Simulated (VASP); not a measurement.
Crystal: C.

```
C
1.0
     2.09307    0.00000    0.00000
     0.00000    3.14553    0.00000
     0.00000    0.00000    2.01755
C
2
Direct
  0.00000 0.00000 0.66879
  0.50000 0.50000 0.33121
```

The cell was generated, and may not be a known phase.

- Program: VASP 6.6.1
- Task: relaxation of cell and atoms
- Functional: PBE
- Potentials or basis: VASP PAW PBE potentials, release 64 (C_h)
- Cutoff: 1300 eV
- k mesh: 8 × 6 × 8
- Occupations: gaussian, width 0.1 eV
- Spin: no spin polarisation

At the start: pressure 2.4 GPa; volume 6.64 Å³/atom.

Question: How do energy, volume and symmetry change on relaxing?

Answer: Over 24 steps the energy falls by 1346.6 meV/atom and the volume is 5.59 Å³/atom (-15.8 %); space group Pmmn (No. 59, to 0.1 Å) before, Cmmm (No. 65, to 0.1 Å).

Step by step:
```csv
step,energy change (eV),largest force (eV/Å),pressure (GPa),volume (Å³)
1,0.0000,3.0217,2.38,13.28
2,-0.9317,2.5767,-24.48,13.46
3,-1.1510,2.5602,-33.41,13.83
4,-1.5642,1.0638,-42.41,13.72
5,-1.5747,0.2512,-42.36,13.65
6,-2.0928,1.0813,-28.65,12.34
7,-2.2852,2.2819,-10.09,11.41
8,-2.2794,1.9894,43.57,10.55
9,-2.4315,2.1977,10.76,10.98
10,-2.5889,1.1384,2.15,11.20
11,-2.6409,0.1263,-4.52,11.42
12,-2.6410,0.0848,-4.77,11.43
13,-2.6491,0.0025,-1.91,11.30
14,-2.6546,0.1609,3.43,11.07
15,-2.6579,0.1819,4.52,11.03
16,-2.6641,0.2440,8.13,10.90
17,-2.6514,0.3499,17.22,10.65
18,-2.6664,0.2771,10.60,10.83
19,-2.6780,0.2218,7.65,10.92
20,-2.6900,0.1085,1.72,11.12
21,-2.6901,0.1181,2.15,11.10
22,-2.6925,0.0817,1.80,11.13
23,-2.6927,0.0705,1.71,11.14
24,-2.6931,0.0400,0.23,11.18
```

Final structure:
```cif
data_structure
_symmetry_space_group_name_H-M 'P 1'
_symmetry_Int_Tables_number 1
_cell_length_a 1.9337
_cell_length_b 3.6529
_cell_length_c 1.5834
_cell_angle_alpha 90.000
_cell_angle_beta 90.000
_cell_angle_gamma 90.000
_cell_volume 11.18
loop_
_atom_site_label
_atom_site_type_symbol
_atom_site_fract_x
_atom_site_fract_y
_atom_site_fract_z
_atom_site_occupancy
C1 C 0.00000 0.00000 0.50129 1
C2 C 0.50000 0.50000 0.49871 1
```

Caveat: the k points lie up to 0.50 Å⁻¹ apart in the final cell, too coarse for converged energies and pressures of a metal; the volume moved by over 15 % at a fixed basis, so the end points are rough.
